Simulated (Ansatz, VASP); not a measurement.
# Two plane-wave programs on Zr

The input INCAR:

```
SYSTEM = Zr
PREC = Accurate
ENCUT = 400
EDIFF = 1E-6
ISMEAR = -1
SIGMA = 0.1
LREAL = .FALSE.
LASPH = .TRUE.
NELM = 200
ALGO = Normal
ISIF = 2
LWAVE = .FALSE.
LCHARG = .TRUE.
ISPIN = 2
MAGMOM = 2
LORBIT = 11
LMAXMIX = 4
GGA = PE
LELF = .TRUE.
LVHAR = .TRUE.
NBANDS = 16
GGA_COMPAT = .FALSE.
```

File KPOINTS:

```
Automatic mesh
0
G
  1 1 1
  0 0 0
```

POSCAR

```
Zr
1.0
    9.0000000000      0.0000000000      0.0000000000
    0.0000000000      9.1000000000      0.0000000000
    0.0000000000      0.0000000000      9.2000000000
Zr
1
Direct
    0.5000000000      0.5000000000      0.5000000000
```

Input for Ansatz:

```yaml
crystal:
  lattice:
    - [9.0, 0, 0]
    - [0, 9.1, 0]
    - [0, 0, 9.2]
  atoms:
    - { symbol: Zr, position: [0.5, 0.5, 0.5], spin: 2.0 }
kpoints:
  mp_grid: { grid: [1, 1, 1], shift: [0, 0, 0] }
hamiltonian:
  xc: pbe
  pseudopotentials: { kind: paw }
magnetization:
  spin_polarized: true
scf:
  occupations: { method: fermi_dirac, width: 0.1 }
```

Alike in both runs: task single point; functional PBE; k mesh 1 × 1 × 1; occupations fermi-dirac, width 0.1 eV; collinear spin.

```csv
,VASP,Ansatz
version,VASP 6.6.1,Ansatz development build ahead of 0.2.0
potentials or method,"VASP PAW PBE potentials, release 64 (Zr_sv)","PAW (an earlier, plane waves, scalar-relativistic"
plane-wave cutoff (eV),400,420
```

|  | VASP | Ansatz | Ansatz less VASP |
| --- | --- | --- | --- |
| net moment per atom (μB) | 3.51 | 3.49 | -0.017 |
| size of the moment on the site where the two differ most (μB) | 1.93 | 3.47 | +1.537 |

Site moments also hang on the region over which each program counts them. Ansatz's warnings: reached outside group, stability check not made.
